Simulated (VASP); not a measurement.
**HPt12: single point with PBE**

HPt12, a slab with vacuum:

```xyz
13
Lattice="5.6143 0.0000 0.0000 0.0000 5.6143 0.0000 0.0000 0.0000 19.3514" Properties=species:S:1:pos:R:3 pbc="T T T"
Pt    1.4036    1.4036    4.0000
Pt    1.4036    4.2107    4.0000
Pt    4.2107    1.4036    4.0000
Pt    4.2107    4.2107    4.0000
Pt    0.0000    0.0000    5.9264
Pt    0.0000    2.8072    5.9264
Pt    2.8072    0.0000    5.9264
Pt    2.8072    2.8072    5.9264
Pt    1.4036    1.4036    7.8514
Pt    1.4036    4.2107    7.8514
Pt    4.2107    1.4036    7.8514
Pt    4.2107    4.2107    7.8514
H     1.4036    2.8072    8.9135
```

```yaml
Program: VASP 6.6.1
Task: single point
Functional: PBE
Potentials_or_basis: VASP PAW PBE potentials, release 64 (Pt, H)
Cutoff: 520 eV
k_mesh: 5 × 5 × 1
Occupations: gaussian, width 0.1 eV
Spin: no spin polarisation
Dipole_correction: yes
Further_INCAR_settings: ALGO = Normal; EDIFF = 1e-06; NBANDS = 72
```

```yaml
Largest_force: 0.371 eV/Å
Band_gap_on_the_k_mesh: zero (an odd number of electrons rules out a gap without spin polarisation)
```

Forces in eV/Å, atoms in the order of the input:
```
Pt   0.000 -0.072  0.044
Pt   0.000  0.072  0.044
Pt   0.000 -0.009 -0.112
Pt   0.000  0.009 -0.112
Pt  -0.046  0.000 -0.028
Pt  -0.158  0.000 -0.261
Pt   0.046  0.000 -0.028
Pt   0.158  0.000 -0.261
Pt   0.000 -0.206  0.309
Pt   0.000  0.206  0.309
Pt   0.000 -0.072  0.039
Pt   0.000  0.072  0.039
H    0.000  0.000  0.016
```

Levels at points of the mesh, in eV from the Fermi level:
```csv
k point,band 58,band 59,band 60,band 61,band 62,band 63
"(0.00, 0.00, 0.00)",0.06,0.11,0.12,0.35,0.45,0.73
```

Run time: 15 min on 1 thread of Intel(R) Xeon(R) Platinum 8488C (Sapphire Rapids) (shared host), peak memory 0.71 GiB.

Caveat: spin-orbit coupling is left out, which moves the levels of the heavy elements.
